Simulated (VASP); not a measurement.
Set up this calculation in VASP 6.6.1, as the native input.

- Task: single point
- Functional: PBE
- Potentials or basis: VASP PAW PBE potentials, release 64 (Zn, Se)
- Cutoff: 520 eV
- k mesh: 6 × 6 × 4
- Occupations: gaussian, width 0.01 eV
- Spin: no spin polarisation
- Dipole correction: no
- Further INCAR settings: ALGO = Normal; EDIFF = 1e-06; NBANDS = 26

The structure of ZnSe lies in POSCAR:

```
ZnSe
1.0
    4.1513888412      0.0000000000      0.0000000000
   -2.0756944206      3.5952081974      0.0000000000
    0.0000000000      0.0000000000      6.1747441704
Zn Se
2 2
Direct
    0.3333333333      0.6666666667      0.2500000000
    0.6666666667      0.3333333333      0.7500000000
    0.6666666667      0.3333333333      0.2500000000
    0.3333333333      0.6666666667      0.7500000000
```

One way to write it, as run:

INCAR

```
SYSTEM = ZnSe
PREC     = Accurate       ! precision mode
ENCUT    = 520            ! plane-wave cutoff, eV
EDIFF    = 1E-6           ! SCF threshold, eV
ISMEAR   = 0              ! smearing method
SIGMA    = 0.01           ! smearing width, eV
LREAL    = .False.        ! projectors in reciprocal space
LASPH    = .True.         ! aspherical terms in the spheres
NELM     = 80             ! most SCF steps
ALGO     = Normal         ! electronic algorithm
ISIF     = 2              ! what is computed and relaxed
LWAVE    = .False.        ! write WAVECAR
LCHARG   = .True.         ! write CHGCAR
GGA      = PE             ! functional
LELF     = .True.         ! ELF
LVHAR    = .True.       
NBANDS   = 26             ! bands
```

KPOINTS

```
regular mesh
0
Gamma
  6 6 4
  0 0 0
```

Potentials or basis: VASP PAW PBE potentials, release 64 (Zn, Se).

Run with:

```sh
$ cat potpaw_PBE.64/Zn/POTCAR potpaw_PBE.64/Se/POTCAR > POTCAR
$ mpirun -np 1 vasp_std > vasp.out
```

It gave:

```
Pressure               : 2.3 GPa
Band gap on the k mesh : 0.33 eV, direct
```

Run time: 42 s on 1 thread of Intel(R) Xeon(R) Platinum 8488C (Sapphire Rapids), on a shared host, peak memory 0.22 GiB.
